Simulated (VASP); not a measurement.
# Au in VASP: further runs

Au is run at these levels: PBEsol; tasks: single point.

Everything below comes from runs of VASP 6.6.1. Logs are shortened: lines on timing, memory, paths and dates and some standing lists are left out, and cuts for length are marked.

**1. The cell of the first run**

The cell holds a slab with vacuum, 5 atoms: a = 2.888 Å, b = 2.888 Å, c = 23.168 Å, α = 90.00°, β = 90.00°, γ = 90.00°.

**2. Single point, PBEsol**

INCAR

```
SYSTEM = Au
PREC = Accurate ; ENCUT = 520
EDIFF = 1E-6 ; ISMEAR = 0
SIGMA = 0.1 ; LREAL = .FALSE.
LASPH = .TRUE. ; NELM = 100
ALGO = Fast ; ISIF = 2
LWAVE = .FALSE. ; LCHARG = .TRUE.
LDIPOL = .TRUE. ; IDIPOL = 3
DIPOL = 0.5 0.5 0.500 ; GGA = PS
LELF = .TRUE. ; LVHAR = .TRUE.
LVACPOTAV = .TRUE. ; NBANDS = 36
```

KPOINTS

```
Automatic mesh
0
G
  12 12 1
  0 0 0
```

POSCAR

```
Au
1.0
    2.8876514431      0.0000000000      0.0000000000
    0.0000000000      2.8876514431      0.0000000000
    0.0000000000      0.0000000000     23.1675116685
Au
5
Direct
    0.5000000000      0.5000000000      0.3237291992
    0.0000000000      0.0000000000      0.4118645996
    0.5000000000      0.5000000000      0.5000000000
    0.0000000000      0.0000000000      0.5881354004
    0.5000000000      0.5000000000      0.6762708008
```

Potentials or basis: VASP PAW PBE potentials, release 64 (Au).

The run is started by

```
> cat potpaw_PBE.64/Au/POTCAR > POTCAR
> mpirun -np 1 vasp_std > vasp.out
```

OUTCAR:

```text
SYSTEM = Au
   PREC = Accurate
   ENCUT = 520
   EDIFF = 1E-6
   ISMEAR = 0
   LREAL = .FALSE.
   LASPH = .TRUE.
   NELM = 100
   ISIF = 2
   GGA = PS

 ion  position               nearest neighbor table
   1  0.500  0.500  0.324-   2 2.89   2 2.89   2 2.89   2 2.89
   2  0.000  0.000  0.412-   1 2.89   3 2.89   1 2.89   3 2.89   1 2.89   3 2.89   1 2.89   3 2.89

   3  0.500  0.500  0.500-   2 2.89   4 2.89   2 2.89   4 2.89   2 2.89   4 2.89   2 2.89   4 2.89

   4  0.000  0.000  0.588-   3 2.89   5 2.89   3 2.89   5 2.89   3 2.89   5 2.89   3 2.89   5 2.89

   5  0.500  0.500  0.676-   4 2.89   4 2.89   4 2.89   4 2.89

  LATTYP: Found a simple tetragonal cell.
 ALAT       =     2.8876514431
 C/A-ratio  =     8.0229598776

  Lattice vectors:

 A1 = (   2.8876514431,   0.0000000000,   0.0000000000)
 A2 = (   0.0000000000,   2.8876514431,   0.0000000000)
 A3 = (   0.0000000000,   0.0000000000,  23.1675116685)

Analysis of symmetry for initial positions (statically):
=====================================================================
 Subroutine PRICEL returns:
 Original cell was already a primitive cell.

 Routine SETGRP: Setting up the symmetry group for a
 simple tetragonal supercell.

 Subroutine GETGRP returns: Found 16 space group operations
 (whereof 16 operations were pure point group operations)
 out of a pool of 16 trial point group operations.

The static configuration has the point symmetry D_4h.

Analysis of symmetry for dynamics (positions and initial velocities):
=====================================================================
 Subroutine PRICEL returns:
 Original cell was already a primitive cell.

 Routine SETGRP: Setting up the symmetry group for a
 simple tetragonal supercell.

 Subroutine GETGRP returns: Found 16 space group operations
 (whereof 16 operations were pure point group operations)
 out of a pool of 16 trial point group operations.

The dynamic configuration has the point symmetry D_4h.

 Subroutine INISYM returns: Found 16 space group operations
 (whereof 16 operations are pure point group operations),
 and found     1 'primitive' translations

----------------------------------------------------------------------------------------

                                     Primitive cell

  volume of cell :     193.1830

  direct lattice vectors                    reciprocal lattice vectors
     2.887651443  0.000000000  0.000000000     0.346302184  0.000000000  0.000000000
     0.000000000  2.887651443  0.000000000     0.000000000  0.346302184  0.000000000
     0.000000000  0.000000000 23.167511669     0.000000000  0.000000000  0.043163893

  length of vectors
     2.887651443  2.887651443 23.167511669     0.346302184  0.346302184  0.043163893

  position of ions in fractional coordinates (direct lattice)
     0.500000000  0.500000000  0.323729199
     0.000000000  0.000000000  0.411864600
     0.500000000  0.500000000  0.500000000
     0.000000000  0.000000000  0.588135400
     0.500000000  0.500000000  0.676270801

  ion indices of the primitive-cell ions
   primitive index   ion index
                 1           1
                 2           2
                 3           3
                 4           4
                 5           5

----------------------------------------------------------------------------------------

 KPOINTS: Automatic mesh

Automatic generation of k-mesh.
 Grid dimensions read from file:
 generate k-points for:   12   12    1

 Generating k-lattice:

  Cartesian coordinates                     Fractional coordinates (reciprocal lattice)
     0.028858515  0.000000000  0.000000000     0.083333333  0.000000000  0.000000000
     0.000000000  0.028858515  0.000000000     0.000000000  0.083333333  0.000000000
     0.000000000  0.000000000  0.043163893     0.000000000  0.000000000  1.000000000

  Length of vectors
     0.028858515  0.028858515  0.043163893

  Shift w.r.t. Gamma in fractional coordinates (k-lattice)
     0.000000000  0.000000000  0.000000000

 Subroutine IBZKPT returns following result:
 ===========================================

 Found     28 irreducible k-points:

 Following reciprocal coordinates:
            Coordinates               Weight
  0.000000  0.000000  0.000000      1.000000
  0.083333  0.000000  0.000000      4.000000
  0.166667  0.000000  0.000000      4.000000
  0.250000  0.000000  0.000000      4.000000
  0.333333  0.000000  0.000000      4.000000
  0.416667  0.000000  0.000000      4.000000
[... 16 lines left out ...]
  0.333333  0.333333  0.000000      4.000000
  0.416667  0.333333  0.000000      8.000000
 [... further k-points ...]
   k-points           NKPTS =     28   k-points in BZ     NKDIM =     28   number of bands    NBANDS=     36
   number of dos      NEDOS =    301   number of ions     NIONS =      5
   total plane-waves  NPLWV = 103680
   dimension x,y,z NGX =    24 NGY =   24 NGZ =  180
   dimension x,y,z NGXF=    48 NGYF=   48 NGZF=  360
   ions per type =               5
   NGX,Y,Z   is equivalent  to a cutoff of  13.82, 13.82, 12.92 a.u.
   NGXF,Y,Z  is equivalent  to a cutoff of  27.63, 27.63, 25.83 a.u.
 SYSTEM =  Au
   PREC   = accura    normal or accurate (medium, high low for compatibility)
   ISTART =      0    job   : 0-new  1-cont  2-samecut
   ICHARG =      2    charge: 1-file 2-atom 10-const
   ISPIN  =      1    spin polarized calculation?
   LNONCOLLINEAR =      F non collinear calculations
   LSORBIT =      F    spin-orbit coupling
   LASPH  =      T    aspherical Exc in radial PAW
   ENCUT  =  520.0 eV  38.22 Ry    6.18 a.u.   5.37  5.37 43.08*2*pi/ulx,y,z
   NELM   =    100;   NELMIN=  2; NELMDL= -5     # of ELM steps
   EDIFF  = 0.1E-05   stopping-criterion for ELM
   LREAL  =      F    real-space projection
   EDIFFG = 0.1E-04   stopping-criterion for IOM
   NSW    =      0    number of steps for IOM
   IBRION =     -1    ionic relax: 0-MD 1-quasi-New 2-CG
   NFREE  =      0    steps in history (QN), initial steepest desc. (CG)
   ISIF   =      2    stress and relaxation
   ISYM   =      2    0-nonsym 1-usesym 2-fastsym
   POTIM  = 0.5000    time-step for ionic-motion
   TEBEG  =    0.0;   TEEND  =   0.0 temperature during run
   PSTRESS=    0.0 pullay stress
   NELECT =      55.0000    total number of electrons
   NUPDOWN=      -1.0000    fix difference up-down
   EMIN   =  10.00;   EMAX   =-10.00  energy-range for DOS
   EFERMI =   0.00;   METHOD = LEGACY
   ISMEAR =     0;   SIGMA  =   0.10  broadening in eV -4-tet -1-fermi 0-gaus
   EFERMI_NEDOS =   21; number of points for ismear=-14 and -15
   IALGO  =     68    algorithm
   IMIX   =      4    mixing-type and parameters
     AMIX     =   0.40;   BMIX     =  1.00
     AMIX_MAG =   1.60;   BMIX_MAG =  1.00
  volume/ion in A,a.u.               =      38.64       260.73
  Fermi-wavevector in a.u.,A,eV,Ry     =   1.076976  2.035190 15.781093  1.159878
  Thomas-Fermi vector in A             =   2.212875
   LORBIT       =      0    0 simple, 1 ext, 2 COOP (PROOUT), +10 PAW based schemes
   GGA     = PS    functional components
   LHFCALC =     F    Hartree Fock is set to
   AEXX    =    0.0000 exact exchange contribution
   IVDW    =     0    specifies the selected vdW correction
   LEPSILON=     F    determine dielectric tensor
   LRPA    =     F    only Hartree local field effects (RPA)
 non-spin polarized calculation
 RMM-DIIS sequential band-by-band and
 Gauss-broadening in eV      SIGMA  =   0.10
  energy-cutoff  :      520.00
  volume of cell :      193.18
 maximum number of plane-waves:      5257
 NGX is ok and might be reduce to    24
   NGX = 11   NGY = 11   NGZ = 87

 number of electron      55.0000009 magnetization

 dipolmoment           0.000000      0.000000      0.000000 electrons x Angstroem

 Free energy of the ion-electron system (eV)
  ---------------------------------------------------
  ext. energy  EPLUGINS =         0.00000000
  ---------------------------------------------------
  free energy    TOTEN  =       -18.38274328 eV

  energy without entropy =      -18.37636158  energy(sigma->0) =      -18.37955243

 E-fermi :   1.1516     XC(G=0):  -6.4257

 val. band max:        1.1034980125   @ k =   0.5000   0.0833   0.0000
 cond. band min:       1.2075802399   @ k =   0.3333   0.2500   0.0000
 fundamental gap:      0.1040822273
 Fermi energy:         1.1515811592

 k-point     1 :       0.0000    0.0000    0.0000
  band No.  band energies     occupation
      1      -8.3307      2.00000
      2      -7.1811      2.00000
      3      -5.9411      2.00000
      4      -5.4679      2.00000
      5      -5.4150      2.00000
      6      -5.2458      2.00000
[... 28 lines left out ...]
     35       9.0273      0.00000
     36       9.3173      0.00000

 k-point     2 :       0.0833    0.0000    0.0000
  band No.  band energies     occupation
      1      -8.1750      2.00000
      2      -7.0443      2.00000
      3      -5.8279      2.00000
      4      -5.3667      2.00000
      5      -5.3182      2.00000
      6      -5.1373      2.00000
[... 28 lines left out ...]
     35       9.1332      0.00000
     36       9.1786      0.00000

 k-point     3 :       0.1667    0.0000    0.0000
  band No.  band energies     occupation
      1      -7.7309      2.00000
      2      -6.6857      2.00000
      3      -5.6044      2.00000
      4      -5.1563      2.00000
      5      -4.9886      2.00000
      6      -4.9764      2.00000
[... 28 lines left out ...]
     35       8.4944      0.00000
     36       9.2757      0.00000
[... 742 lines left out ...]
 k-point    23 :       0.3333    0.3333    0.0000
  band No.  band energies     occupation
      1      -5.3775      2.00000
      2      -4.9797      2.00000
      3      -4.9035      2.00000
      4      -4.8714      2.00000
      5      -4.5764      2.00000
      6      -4.4484      2.00000
[... 28 lines left out ...]
     35       8.7695      0.00000
     36       9.1364      0.00000

 k-point    24 :       0.4167    0.3333    0.0000
  band No.  band energies     occupation
      1      -5.3672      2.00000
      2      -5.1948      2.00000
      3      -5.0818      2.00000
      4      -5.0636      2.00000
      5      -4.6303      2.00000
      6      -4.5949      2.00000
[... 28 lines left out ...]
     35       9.0570      0.00000
     36       9.4415      0.00000

 [... further k-points ...]

------------------------ aborting loop because EDIFF is reached ----------------------------------------

  FORCE on cell =-STRESS in cart. coord.  units (eV):
  Direction    XX          YY          ZZ          XY          YZ          ZX
  --------------------------------------------------------------------------------------
  -------------------------------------------------------------------------------------
  Total       -3.4225536     -3.4225536     -0.7741301      0.0000000     -0.0000000     -0.0000000
  in kB      -28.3851970    -28.3851970     -6.4203039      0.0000000     -0.0000000     -0.0000000
  external PRESSURE =     -21.0635660 kB  Pullay stress =       0.0000000 kB

 VOLUME and BASIS-vectors are now :
 -----------------------------------------------------------------------------
  energy-cutoff  :      520.00
  volume of cell :      193.18
      direct lattice vectors                 reciprocal lattice vectors
     2.887651443  0.000000000  0.000000000     0.346302184  0.000000000  0.000000000
     0.000000000  2.887651443  0.000000000     0.000000000  0.346302184  0.000000000
     0.000000000  0.000000000 23.167511669     0.000000000  0.000000000  0.043163893

 POSITION                                       TOTAL-FORCE (eV/Angst)
 -----------------------------------------------------------------------------------
      1.44383      1.44383      7.50000         0.000000      0.000000      0.159874
      0.00000      0.00000      9.54188         0.000000     -0.000000     -0.146638
      1.44383      1.44383     11.58376         0.000000     -0.000000      0.000000
      0.00000      0.00000     13.62563         0.000000     -0.000000      0.146638
      1.44383      1.44383     15.66751        -0.000000      0.000000     -0.159874
 -----------------------------------------------------------------------------------
    total drift:                                0.000000     -0.000000     -0.000000

  FREE ENERGIE OF THE ION-ELECTRON SYSTEM (eV)
  ---------------------------------------------------
  free  energy   TOTEN  =       -18.3827432802 eV

  energy  without entropy=      -18.3763615799  energy(sigma->0) =      -18.37955243

 vacuum level on the upper side and lower side of the slab         6.331         6.331
```

Wall time 1.9 min (1 thread of Intel Xeon 6975P-C (Granite Rapids), shared host); peak memory 0.39 GiB.

What came out:

```yaml
Free_energy: -18.3827 eV
Largest_force: 0.160 eV/Å
Band_gap_on_the_k_mesh: zero (an odd number of electrons rules out a gap without spin polarisation)
```

Forces in eV/Å, atoms in the order of the input:
```
Au   0.000  0.000  0.160
Au   0.000  0.000 -0.147
Au   0.000  0.000  0.000
Au   0.000  0.000  0.147
Au   0.000  0.000 -0.160
```

Caveat: the PAW data sets were made with another functional, which shifts forces and pressure a little; spin-orbit coupling is left out, which moves the levels of the heavy elements.

**3. Single point, PBEsol**

INCAR

```
ALGO = Fast
DIPOL = 0.5 0.5 0.500
EDIFF = 1E-6
ENCUT = 520
GGA = PS
IDIPOL = 3
ISIF = 2
ISMEAR = 0
LASPH = T
LCHARG = F
LDIPOL = T
LREAL = F
LWAVE = F
NBANDS = 36
NELM = 100
PREC = Accurate
SIGMA = 0.1
```

KPOINTS

```
k-points
0
Gamma
  12 12 1
```

POSCAR

```
Au
1.0
    2.8876514431      0.0000000000      0.0000000000
    0.0000000000      2.8876514431      0.0000000000
    0.0000000000      0.0000000000     23.1675116685
Au
5
Direct
    0.5000000000      0.5000000000      0.3251834942
    0.0000000000      0.0000000000      0.4118225573
    0.5000000000      0.5000000000      0.5000000001
    0.0000000000      0.0000000000      0.5881774429
    0.5000000000      0.5000000000      0.6748165055
```

Potentials or basis: VASP PAW PBE potentials, release 64 (Au).

The run is started by

```
> cat potpaw_PBE.64/Au/POTCAR > POTCAR
> mpirun -np 1 vasp_std > vasp.out
```

Run time: 1.9 min. Hardware: 1 thread of Intel Xeon 6975P-C (Granite Rapids), shared host; peak memory 0.39 GiB.

The run converged. Its results:

| Quantity | Value |
| --- | --- |
| Free energy | -18.3887 eV |
| Largest force | 0.010 eV/Å |
| Band gap on the k mesh | zero (an odd number of electrons rules out a gap without spin polarisation) |

Forces on the atoms (eV/Å):
```
Au   0.000  0.000  0.010
Au   0.000  0.000  0.000
Au   0.000  0.000  0.000
Au   0.000  0.000  0.000
Au   0.000  0.000 -0.010
```

Levels at points of the mesh, in eV from the Fermi level:
```
           k point  band 26  band 27  band 28  band 29  band 30  band 31
(0.00, 0.00, 0.00)    -1.90    -1.84    -1.69    -1.69    -0.02     1.35
(0.50, 0.00, 0.00)    -0.51    -0.27    -0.17     0.08     0.09     2.32
(0.50, 0.50, 0.00)     1.86     1.86     3.78     3.78     4.98     4.99
```

Caveat: the PAW data sets were made with another functional, which shifts forces and pressure a little; spin-orbit coupling is left out, which moves the levels of the heavy elements.

**4. Single point, PBEsol**

INCAR

```
SYSTEM = Au
  ALGO = Fast
  DIPOL = 0.5 0.5 0.500
  EDIFF = 1E-6
  ENCUT = 520
  GGA = PS
  IDIPOL = 3
  ISIF = 2
  ISMEAR = 0
  LASPH = .TRUE.
  LCHARG = .FALSE.
  LDIPOL = .TRUE.
  LREAL = .FALSE.
  LWAVE = .FALSE.
  NBANDS = 36
  NELM = 100
  PREC = Accurate
  SIGMA = 0.1
```

KPOINTS

```
k-points
0
G
  12 12 1
  0 0 0
```

POSCAR is that of step 3.

The run is started by

```
> cat potpaw_PBE.64/Au/POTCAR > POTCAR
> mpirun -np 1 vasp_std > vasp.out
```

Run time: 1.7 min. Hardware: 1 thread of Intel Xeon 6975P-C (Granite Rapids), shared host; peak memory 0.39 GiB.

It converged, with:

* Free energy: -18.3887 eV
* Largest force: 0.010 eV/Å
* Band gap on the k mesh: zero (an odd number of electrons rules out a gap without spin polarisation)

Forces on the atoms (eV/Å):
```
Au   0.000  0.000  0.010
Au   0.000  0.000  0.000
Au   0.000  0.000  0.000
Au   0.000  0.000  0.000
Au   0.000  0.000 -0.010
```

Levels at points of the mesh, in eV from the Fermi level:
| k point | band 24 | band 25 | band 26 | band 27 | band 28 | band 29 | band 30 | band 31 | band 32 | band 33 |
| --- | --- | --- | --- | --- | --- | --- | --- | --- | --- | --- |
| (0.00, 0.00, 0.00) | -2.16 | -2.16 | -1.90 | -1.84 | -1.69 | -1.69 | -0.02 | 1.35 | 4.93 | 5.41 |
| (0.50, 0.00, 0.00) | -2.00 | -1.90 | -0.51 | -0.27 | -0.17 | 0.08 | 0.09 | 2.32 | 2.66 | 4.45 |
| (0.50, 0.50, 0.00) | -1.14 | -1.14 | 1.86 | 1.86 | 3.78 | 3.78 | 4.98 | 4.99 | 5.54 | 5.65 |

Caveat: the PAW data sets were made with another functional, which shifts forces and pressure a little; spin-orbit coupling is left out, which moves the levels of the heavy elements.
